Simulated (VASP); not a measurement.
**Rh: density of states with PBEsol**

Rh:

```
Rh
1.0
     0.00000    1.89785    1.89785
     1.89785    0.00000    1.89785
     1.89785    1.89785    0.00000
Rh
1
Cartesian
  0.0000 0.0000 0.0000
```

```yaml
Program: VASP 6.6.1
Task: density of states
Functional: PBEsol
Potentials_or_basis: VASP PAW PBE potentials, release 64 (Rh_pv)
Cutoff: 520 eV
k_mesh: 16 × 16 × 16
Occupations: gaussian, width 0.05 eV
Spin: no spin polarisation
Dipole_correction: no
k_mesh_for_the_DOS: 24 × 24 × 24
Occupations_for_the_DOS: tetrahedron
Further_INCAR_settings: ALGO = Normal; EDIFF = 1e-07
```

| Item | Value |
| --- | --- |
| Valence electrons inside the program's atomic spheres | Rh 13.78 |

Levels at points of the mesh, in eV from the Fermi level:
| k point | band 5 | band 6 | band 7 | band 8 | band 9 | band 10 |
| --- | --- | --- | --- | --- | --- | --- |
| (0.00, 0.00, 0.00) | -3.12 | -3.12 | -3.12 | -0.99 | -0.99 | 15.93 |
| (0.50, 0.00, 0.00) | -3.20 | -3.20 | 0.59 | 0.59 | 0.64 | 8.65 |
| (0.50, 0.50, 0.00) | -6.03 | 0.57 | 1.00 | 1.00 | 3.18 | 12.30 |

Wall time 40 s on 1 thread of Intel Xeon 6975P-C, with other jobs on the host, peak memory 0.18 GiB.
